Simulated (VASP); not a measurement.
Write the native input for VASP 6.6.1 that does the following.

| Quantity | Value |
| --- | --- |
| Task | single point |
| Functional | PBEsol |
| Potentials or basis | VASP PAW PBE potentials, release 64 (Ba_sv) |
| Cutoff | 520 eV |
| k mesh | 10 × 10 × 5 |
| Occupations | fermi-dirac, width 0.1 eV |
| Spin | no spin polarisation |
| Dipole correction | no |
| Further INCAR settings | ALGO = Normal; EDIFF = 1e-06; NBANDS = 17 |

The structure of Ba lies in POSCAR:

```
Ba
1.0
    4.2817232103      0.0000000000      0.0000000000
   -2.1408616051      3.7080810721      0.0000000000
    0.0000000000      0.0000000000      7.0052386070
Ba
2
Direct
    0.3333333333      0.6666666667      0.2500000000
    0.6666666667      0.3333333333      0.7500000000
```

This cell differs from its parent crystal: volume scaled by 0.96.

One way to write it, as run:

INCAR

```
ALGO = Normal ; EDIFF = 1E-6
ENCUT = 520 ; GGA = PS
ISIF = 2 ; ISMEAR = -1
LASPH = T ; LCHARG = F
LREAL = F ; LWAVE = F
NBANDS = 17 ; NELM = 80
PREC = Accurate ; SIGMA = 0.1
```

KPOINTS

```
k-points
0
Gamma
  10 10 5
```

Potentials or basis: VASP PAW PBE potentials, release 64 (Ba_sv).

Run with:

```bash
$ cat potpaw_PBE.64/Ba_sv/POTCAR > POTCAR
$ mpirun -np 1 vasp_std > vasp.out
```

It gave:

- Pressure: 0.5 GPa
- Band gap on the k mesh: zero (band 10 reaches 2.08 eV, above the bottom of band 11 at 1.70 eV)

Caveat: the PAW data sets were made with another functional, which shifts forces and pressure a little; spin-orbit coupling is left out, which moves the levels of the heavy elements.

Wall time 20 s on 1 thread of Intel(R) Xeon(R) 6975P-C (Granite Rapids), on a shared host, peak memory 0.25 GiB.
